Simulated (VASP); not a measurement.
# C (Fd-3m) in VASP: settings compared

C is run at these levels: PBE, LDA; tasks: single point.

Program: VASP 6.6.1. These are calculated values, not measurements. Logs are shortened: lines on timing, memory, paths and dates and some standing lists are left out, and cuts for length are marked.

### Step 1. The cell of the first run

It takes space group Fd-3m (No. 227, cubic). Conventional cell: a = 3.567 Å, b = 3.567 Å, c = 3.567 Å, α = 90.00°, β = 90.00°, γ = 90.00°. Within 2.1 Å of C (site symmetry -43m) lie 4 C at 1.54 Å.

### Step 2. Single point, PBE

INCAR

```
SYSTEM = C
PREC = Accurate
ENCUT = 600
EDIFF = 1E-6
ISMEAR = 0
SIGMA = 0.1
LREAL = .FALSE.
LASPH = .TRUE.
NELM = 120
ALGO = Normal
ISIF = 2
LWAVE = .FALSE.
LCHARG = .FALSE.
GGA = PE
NBANDS = 11
GGA_COMPAT = .FALSE.
```

KPOINTS

```
regular mesh
0
G
  8 8 8
  0 0 0
```

POSCAR

```
C
1.0
    0.0000000000      1.7833700000      1.7833700000
    1.7833700000      0.0000000000      1.7833700000
    1.7833700000      1.7833700000      0.0000000000
C
2
Direct
    0.5000000000      0.5000000000      0.5000000000
    0.7500000000      0.7500000000      0.7500000000
```

Potentials or basis: VASP PAW PBE potentials, release 64 (C).

Started as:

```
$ cat potpaw_PBE.64/C/POTCAR > POTCAR
$ mpirun -np 1 vasp_std > vasp.out
```

OUTCAR:

```text
SYSTEM = C
   PREC = Accurate
   ENCUT = 600
   EDIFF = 1E-6
   ISMEAR = 0
   LREAL = .FALSE.
   LASPH = .TRUE.
   NELM = 120
   ISIF = 2
   GGA = PE

 ion  position               nearest neighbor table
   1  0.500  0.500  0.500-   2 1.54   2 1.54   2 1.54   2 1.54
   2  0.750  0.750  0.750-   1 1.54   1 1.54   1 1.54   1 1.54

  LATTYP: Found a face centered cubic cell.
 ALAT       =     3.5667400000

  Lattice vectors:

 A1 = (   0.0000000000,   1.7833700000,   1.7833700000)
 A2 = (   1.7833700000,   0.0000000000,   1.7833700000)
 A3 = (   1.7833700000,   1.7833700000,   0.0000000000)

Analysis of symmetry for initial positions (statically):
=====================================================================
 Subroutine PRICEL returns:
 Original cell was already a primitive cell.

 Routine SETGRP: Setting up the symmetry group for a
 face centered cubic supercell.

 Subroutine GETGRP returns: Found 48 space group operations
 (whereof 24 operations were pure point group operations)
 out of a pool of 48 trial point group operations.

The static configuration has the point symmetry T_d .
 The point group associated with its full space group is O_h .

Analysis of symmetry for dynamics (positions and initial velocities):
=====================================================================
 Subroutine PRICEL returns:
 Original cell was already a primitive cell.

 Routine SETGRP: Setting up the symmetry group for a
 face centered cubic supercell.

 Subroutine GETGRP returns: Found 48 space group operations
 (whereof 24 operations were pure point group operations)
 out of a pool of 48 trial point group operations.

The dynamic configuration has the point symmetry T_d .
 The point group associated with its full space group is O_h .

 Subroutine INISYM returns: Found 48 space group operations
 (whereof 24 operations are pure point group operations),
 and found     1 'primitive' translations

----------------------------------------------------------------------------------------

                                     Primitive cell

  volume of cell :      11.3437

  direct lattice vectors                    reciprocal lattice vectors
     0.000000000  1.783370000  1.783370000    -0.280368067  0.280368067  0.280368067
     1.783370000  0.000000000  1.783370000     0.280368067 -0.280368067  0.280368067
     1.783370000  1.783370000  0.000000000     0.280368067  0.280368067 -0.280368067

  length of vectors
     2.522066041  2.522066041  2.522066041     0.485611737  0.485611737  0.485611737

  position of ions in fractional coordinates (direct lattice)
     0.500000000  0.500000000  0.500000000
     0.750000000  0.750000000  0.750000000

  ion indices of the primitive-cell ions
   primitive index   ion index
                 1           1
                 2           2

----------------------------------------------------------------------------------------

 KPOINTS: regular mesh

Automatic generation of k-mesh.
 Grid dimensions read from file:
 generate k-points for:    8    8    8

 Generating k-lattice:

  Cartesian coordinates                     Fractional coordinates (reciprocal lattice)
    -0.035046008  0.035046008  0.035046008     0.125000000  0.000000000  0.000000000
     0.035046008 -0.035046008  0.035046008     0.000000000  0.125000000  0.000000000
     0.035046008  0.035046008 -0.035046008     0.000000000  0.000000000  0.125000000

  Length of vectors
     0.060701467  0.060701467  0.060701467

  Shift w.r.t. Gamma in fractional coordinates (k-lattice)
     0.000000000  0.000000000  0.000000000

 Subroutine IBZKPT returns following result:
 ===========================================

 Found     29 irreducible k-points:

 Following reciprocal coordinates:
            Coordinates               Weight
  0.000000  0.000000  0.000000      1.000000
  0.125000  0.000000  0.000000      8.000000
  0.250000  0.000000  0.000000      8.000000
  0.375000  0.000000  0.000000      8.000000
  0.500000  0.000000  0.000000      4.000000
  0.125000  0.125000  0.000000      6.000000
[... 16 lines left out ...]
  0.500000  0.250000  0.125000     48.000000
 -0.375000  0.250000  0.125000     24.000000
 [... further k-points ...]
   k-points           NKPTS =     29   k-points in BZ     NKDIM =     29   number of bands    NBANDS=     11
   number of dos      NEDOS =    301   number of ions     NIONS =      2
   total plane-waves  NPLWV =   8000
   dimension x,y,z NGX =    20 NGY =   20 NGZ =   20
   dimension x,y,z NGXF=    40 NGYF=   40 NGZF=   40
   ions per type =               2
   NGX,Y,Z   is equivalent  to a cutoff of  13.18, 13.18, 13.18 a.u.
   NGXF,Y,Z  is equivalent  to a cutoff of  26.37, 26.37, 26.37 a.u.
 SYSTEM =  C
   PREC   = accura    normal or accurate (medium, high low for compatibility)
   ISTART =      0    job   : 0-new  1-cont  2-samecut
   ICHARG =      2    charge: 1-file 2-atom 10-const
   ISPIN  =      1    spin polarized calculation?
   LNONCOLLINEAR =      F non collinear calculations
   LSORBIT =      F    spin-orbit coupling
   LASPH  =      T    aspherical Exc in radial PAW
   ENCUT  =  600.0 eV  44.10 Ry    6.64 a.u.   5.04  5.04  5.04*2*pi/ulx,y,z
   NELM   =    120;   NELMIN=  2; NELMDL= -5     # of ELM steps
   EDIFF  = 0.1E-05   stopping-criterion for ELM
   LREAL  =      F    real-space projection
   EDIFFG = 0.1E-04   stopping-criterion for IOM
   NSW    =      0    number of steps for IOM
   IBRION =     -1    ionic relax: 0-MD 1-quasi-New 2-CG
   NFREE  =      0    steps in history (QN), initial steepest desc. (CG)
   ISIF   =      2    stress and relaxation
   ISYM   =      2    0-nonsym 1-usesym 2-fastsym
   POTIM  = 0.5000    time-step for ionic-motion
   TEBEG  =    0.0;   TEEND  =   0.0 temperature during run
   PSTRESS=    0.0 pullay stress
   NELECT =       8.0000    total number of electrons
   NUPDOWN=      -1.0000    fix difference up-down
   EMIN   =  10.00;   EMAX   =-10.00  energy-range for DOS
   EFERMI =   0.00;   METHOD = LEGACY
   ISMEAR =     0;   SIGMA  =   0.10  broadening in eV -4-tet -1-fermi 0-gaus
   EFERMI_NEDOS =   21; number of points for ismear=-14 and -15
   IALGO  =     38    algorithm
   IMIX   =      4    mixing-type and parameters
     AMIX     =   0.40;   BMIX     =  1.00
     AMIX_MAG =   1.60;   BMIX_MAG =  1.00
  volume/ion in A,a.u.               =       5.67        38.28
  Fermi-wavevector in a.u.,A,eV,Ry     =   1.457203  2.753714 28.891161  2.123440
  Thomas-Fermi vector in A             =   2.574032
   LORBIT       =      0    0 simple, 1 ext, 2 COOP (PROOUT), +10 PAW based schemes
   GGA     = PE    functional components
   LHFCALC =     F    Hartree Fock is set to
   AEXX    =    0.0000 exact exchange contribution
   IVDW    =     0    specifies the selected vdW correction
   LEPSILON=     F    determine dielectric tensor
   LRPA    =     F    only Hartree local field effects (RPA)
 non-spin polarized calculation
 Gauss-broadening in eV      SIGMA  =   0.10
  energy-cutoff  :      600.00
  volume of cell :       11.34
 maximum number of plane-waves:       391
   NGX =  9   NGY =  9   NGZ =  9

 number of electron       7.9999999 magnetization

 Free energy of the ion-electron system (eV)
  ---------------------------------------------------
  ext. energy  EPLUGINS =         0.00000000
  ---------------------------------------------------
  free energy    TOTEN  =       -18.18920954 eV

  energy without entropy =      -18.18920954  energy(sigma->0) =      -18.18920954

 E-fermi :  10.1552     XC(G=0): -13.2505

 val. band max:        9.7289171828   @ k =   0.0000   0.0000   0.0000
 cond. band min:      13.8616442448   @ k =   0.3750   0.3750   0.0000
 fundamental gap:      4.1327270619
 Fermi energy:        10.1552222817

 k-point     1 :       0.0000    0.0000    0.0000
  band No.  band energies     occupation
      1     -11.7477      2.00000
      2       9.7289      2.00000
      3       9.7289      2.00000
      4       9.7289      2.00000
      5      15.3191      0.00000
      6      15.3191      0.00000
      7      15.3191      0.00000
      8      23.0602      0.00000
      9      29.0238      0.00000
     10      36.2648      0.00000
     11      36.2648      0.00000

 k-point     2 :       0.1250    0.0000    0.0000
  band No.  band energies     occupation
      1     -11.3157      2.00000
      2       7.3140      2.00000
      3       9.0765      2.00000
      4       9.0765      2.00000
      5      16.1772      0.00000
      6      16.1772      0.00000
      7      16.6044      0.00000
      8      23.4273      0.00000
      9      29.6736      0.00000
     10      33.2094      0.00000
     11      33.2094      0.00000

 k-point     3 :       0.2500    0.0000    0.0000
  band No.  band energies     occupation
      1     -10.0329      2.00000
      2       3.1375      2.00000
      3       7.9832      2.00000
      4       7.9832      2.00000
      5      17.5176      0.00000
      6      17.5176      0.00000
      7      17.8739      0.00000
      8      24.3640      0.00000
      9      30.4401      0.00000
     10      32.1264      0.00000
     11      32.1264      0.00000

 k-point     4 :       0.3750    0.0000    0.0000
  band No.  band energies     occupation
      1      -7.9674      2.00000
      2      -0.9441      2.00000
      3       7.2011      2.00000
      4       7.2011      2.00000
      5      18.1138      0.00000
      6      18.1138      0.00000
      7      18.4259      0.00000
      8      25.1919      0.00000
      9      30.8892      0.00000
     10      33.7336      0.00000
     11      33.7336      0.00000
[... 239 lines left out ...]
 k-point    22 :       0.3750    0.2500    0.1250
  band No.  band energies     occupation
      1      -8.9072      2.00000
      2       3.2196      2.00000
      3       4.2274      2.00000
      4       6.8417      2.00000
      5      16.3018      0.00000
      6      19.7703      0.00000
      7      21.3035      0.00000
      8      21.4815      0.00000
      9      30.3962      0.00000
     10      31.3139      0.00000
     11      35.4366      0.00000

 k-point    23 :       0.5000    0.2500    0.1250
  band No.  band energies     occupation
      1      -6.8822      2.00000
      2      -0.1168      2.00000
      3       3.4506      2.00000
      4       5.6478      2.00000
      5      17.6960      0.00000
      6      19.3655      0.00000
      7      22.1224      0.00000
      8      23.0735      0.00000
      9      29.9108      0.00000
     10      32.0433      0.00000
     11      35.8755      0.00000

 k-point    24 :      -0.3750    0.2500    0.1250
  band No.  band energies     occupation
      1      -4.9618      2.00000
      2      -2.6345      2.00000
      3       3.4160      2.00000
      4       5.0412      2.00000
      5      18.0284      0.00000
      6      19.1773      0.00000
      7      22.7803      0.00000
      8      24.5937      0.00000
      9      28.0533      0.00000
     10      33.6376      0.00000
     11      36.0620      0.00000

 [... further k-points ...]
[... 5 lines left out ...]
  --------------------------------------------------------------------------------------
  -------------------------------------------------------------------------------------
  Total        0.1263838      0.1263838      0.1263838     -0.0000000      0.0000000      0.0000000
  in kB       17.8503806     17.8503806     17.8503806     -0.0000000      0.0000000      0.0000000
  external PRESSURE =      17.8503806 kB  Pullay stress =       0.0000000 kB

 VOLUME and BASIS-vectors are now :
 -----------------------------------------------------------------------------
  energy-cutoff  :      600.00
  volume of cell :       11.34
      direct lattice vectors                 reciprocal lattice vectors
     0.000000000  1.783370000  1.783370000    -0.280368067  0.280368067  0.280368067
     1.783370000  0.000000000  1.783370000     0.280368067 -0.280368067  0.280368067
     1.783370000  1.783370000  0.000000000     0.280368067  0.280368067 -0.280368067

 POSITION                                       TOTAL-FORCE (eV/Angst)
 -----------------------------------------------------------------------------------
      1.78337      1.78337      1.78337         0.000000      0.000000      0.000000
      2.67505      2.67505      2.67505        -0.000000     -0.000000     -0.000000
 -----------------------------------------------------------------------------------
    total drift:                                0.000000     -0.000000      0.000000

  FREE ENERGIE OF THE ION-ELECTRON SYSTEM (eV)
  ---------------------------------------------------
  free  energy   TOTEN  =       -18.1892095404 eV

  energy  without entropy=      -18.1892095404  energy(sigma->0) =      -18.18920954
```

Wall time 7.6 s (1 thread of Intel Xeon 8259CL, shared host); peak memory 0.12 GiB.

What came out:

| Property | Result |
| --- | --- |
| Free energy | -18.1892 eV |
| Pressure | 1.8 GPa |
| Band gap on the k mesh | 4.13 eV, indirect (least direct gap 5.59 eV) |

A k mesh can miss the band edges.

### Step 3. Single point, LDA

This run uses another cell than the first one, of 5.69 Å³/atom, 1.004 times its volume.

INCAR

```
ALGO = Normal ; EDIFF = 1E-6
ENCUT = 600 ; GGA = CA
GGA_COMPAT = False ; ISIF = 2
ISMEAR = 0 ; LASPH = True
LCHARG = False ; LREAL = False
LWAVE = False ; NBANDS = 11
NELM = 120 ; PREC = Accurate
SIGMA = 0.02
```

KPOINTS

```
k-points
0
Gamma
  12 12 12
```

POSCAR

```
C
1.0
    0.0000000000      1.7857368520      1.7857368520
    1.7857368520      0.0000000000      1.7857368520
    1.7857368520      1.7857368520      0.0000000000
C
2
Direct
    0.5000000000      0.5000000000      0.5000000000
    0.7500000000      0.7500000000      0.7500000000
```

Potentials or basis: VASP PAW LDA potentials, release 64 (C).

Started as:

```
$ cat potpaw_LDA.64/C/POTCAR > POTCAR
$ mpirun -np 1 vasp_std > vasp.out
```

It took 14 s on 1 thread of Intel Xeon 8259CL, shared host; peak memory 0.12 GiB.

Results (log left out):

```
Free energy            : -20.2380 eV
Pressure               : -14.0 GPa
Band gap on the k mesh : 4.11 eV, indirect (least direct gap 5.53 eV)
```

Levels at points of the mesh, in eV from the valence-band top:
```csv
k point,band 1,band 2,band 3,band 4,band 5,band 6,band 7,band 8,band 9
"(0.00, 0.00, 0.00)",-21.26,0.00,0.00,0.00,5.53,5.53,5.53,13.47,18.95
"(0.50, 0.00, 0.00)",-15.45,-13.32,-2.78,-2.78,8.37,8.37,8.96,15.37,21.46
"(0.50, 0.50, 0.00)",-12.58,-12.58,-6.27,-6.27,4.70,4.70,16.56,16.56,22.84
```

A k mesh can miss the band edges. A hybrid or GW would open this gap; LDA tends to underestimate it.
